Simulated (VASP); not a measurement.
Crystal: Zn6O.

```
CELL_PARAMETERS angstrom
4.70000 0.00000 0.00000
-2.35000 4.07032 0.00000
0.00000 0.00000 9.66000
ATOMIC_POSITIONS crystal
Zn 0.00000 0.66670 0.37500
Zn 0.33330 0.00000 0.12500
Zn 0.66669 0.00000 0.37500
Zn 0.00000 0.33331 0.12500
Zn 0.33330 0.33331 0.37500
Zn 0.66669 0.66670 0.12500
Zn 0.66670 0.66669 0.62500
Zn 0.00000 0.66669 0.87500
Zn 0.33331 0.33330 0.87500
Zn 0.00000 0.33330 0.62500
Zn 0.33331 0.00000 0.62500
Zn 0.66670 0.00000 0.87500
O 0.33333 0.66667 0.25000
O 0.66667 0.33333 0.75000
```

| Property | Result |
| --- | --- |
| Program | VASP 6.6.1 |
| Task | relaxation of cell and atoms |
| Functional | PBE |
| Potentials or basis | VASP PAW PBE potentials, release 64 (Zn, O) |
| Cutoff | 600 eV |
| k mesh | 4 × 4 × 2 |
| Occupations | gaussian, width 0.2 eV |
| Spin | no spin polarisation |

At the start: pressure 16.8 GPa; volume 13.20 Å³/atom.

Task: How do energy, volume and symmetry change on relaxing?

Result: Over 11 steps the energy falls by 228.5 meV/atom and the volume is 14.42 Å³/atom (+9.3 %); space group P-31c (No. 163, to 0.1 Å) before and after.

Step by step:
| step | energy change (eV) | largest force (eV/Å) | pressure (GPa) | volume (Å³) |
| --- | --- | --- | --- | --- |
| 1 | 0.0000 | 2.3579 | 16.81 | 184.80 |
| 2 | -2.4160 | 0.1586 | -4.94 | 224.33 |
| 3 | -2.5284 | 0.4172 | -2.32 | 215.62 |
| 4 | -2.7222 | 0.2813 | -1.33 | 210.37 |
| 5 | -2.8749 | 0.1502 | 1.14 | 200.80 |
| 6 | -2.9829 | 0.2687 | 0.25 | 201.72 |
| 7 | -2.9755 | 0.5837 | -0.65 | 203.75 |
| 8 | -3.0688 | 0.4024 | -0.37 | 202.77 |
| 9 | -3.1563 | 0.2723 | -0.18 | 202.26 |
| 10 | -3.1727 | 0.1879 | 0.01 | 201.86 |
| 11 | -3.1994 | 0.0681 | 0.05 | 201.91 |

Final structure:
```
CELL_PARAMETERS angstrom
5.11184 0.00000 0.00000
-2.55592 4.42698 0.00000
0.00000 0.00000 8.92227
ATOMIC_POSITIONS crystal
Zn 0.96888 0.65975 0.38275
Zn 0.34025 0.03112 0.11725
Zn 0.69088 0.03112 0.38275
Zn 0.96888 0.30912 0.11725
Zn 0.34025 0.30912 0.38275
Zn 0.69088 0.65975 0.11725
Zn 0.65975 0.69088 0.61725
Zn 0.03112 0.69088 0.88275
Zn 0.30912 0.34025 0.88275
Zn 0.03112 0.34025 0.61725
Zn 0.30912 0.96888 0.61725
Zn 0.65975 0.96888 0.88275
O 0.33333 0.66667 0.25000
O 0.66667 0.33333 0.75000
```

Caveat: the k points lie up to 0.35 Å⁻¹ apart in the final cell; the relaxation stopped at a loose force limit of 0.08 eV/Å, so its end isn't a converged minimum.
